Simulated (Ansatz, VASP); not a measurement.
# One calculation of Hg, two programs

```
Hg
1.0
     1.59160    0.91891    2.32336
    -1.59160    0.91891    2.32336
     0.00000   -1.83782    2.32336
Hg
1
Direct
  0.00000 0.00000 0.00000
```

Change from the starting cell: strain -0.080 along x and y, +0.040 along z, atoms carried along.

Alike in both runs: task single point; functional PBE; k mesh 18 × 18 × 18; occupations gaussian, width 0.15 eV; no spin polarisation.

|  | VASP | Ansatz |
| --- | --- | --- |
| version | VASP 6.6.1 | Ansatz 0.2.0 |
| potentials or method | VASP PAW PBE potentials, release 64 (Hg), cutoff 520 eV | scalar-relativistic, plane waves, PAW |
| valence electrons in the cell | 12 | 20 |

```csv
,VASP,Ansatz,Ansatz less VASP
gap on the k mesh at the Fermi level (eV),none,none,-
pressure (GPa),15.7,14.9,-0.75
"traceless stress, the component that is largest in VASP (GPa)",0.08,-0.13,-0.217
```

A gap of «none» marks a metal or a gap that the smearing closes. With one functional, cell and mesh, what is left measures potentials, basis and numerics. VASP's potentials hold 12 valence electrons a cell and Ansatz's 20, so a difference there can come from the potentials and not from the codes.

Neither program's run includes spin-orbit coupling.
